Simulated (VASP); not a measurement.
# SnTe: single point with PBEsol

SnTe:

```
Te Sn
1.0
     3.78379    0.00000    0.00000
     0.00000    3.78379    0.00000
     0.00000    0.00000    3.78379
Te Sn
1 1
Direct
  0.50000 0.50000 0.50000
  0.00000 0.00000 0.00000
```

| Quantity | Value |
| --- | --- |
| Program | VASP 6.6.1 |
| Task | single point |
| Functional | PBEsol |
| Potentials or basis | VASP PAW PBE potentials, release 64 (Te, Sn_d) |
| Cutoff | 520 eV |
| k mesh | 7 × 7 × 7 |
| Occupations | fermi-dirac, width 0.05 eV |
| Spin | no spin polarisation |

| Property | Result |
| --- | --- |
| Pressure | 0.0 GPa |
| Band gap on the k mesh | zero (bands 10 and 11 overlap by 1.50 eV) |

Levels at points of the mesh, in eV from the Fermi level:
```tsv
k point	band 8	band 9	band 10	band 11	band 12	band 13
(0.00, 0.00, 0.00)	-1.95	-1.95	-1.95	3.37	3.37	6.02
```

It took 30 s on 1 thread of AMD EPYC 7R13, with other jobs on the host, peak memory 0.14 GiB.

Caveat: the PAW data sets were made with another functional, which shifts forces and pressure a little; spin-orbit coupling is left out, which moves the levels of the heavy elements.
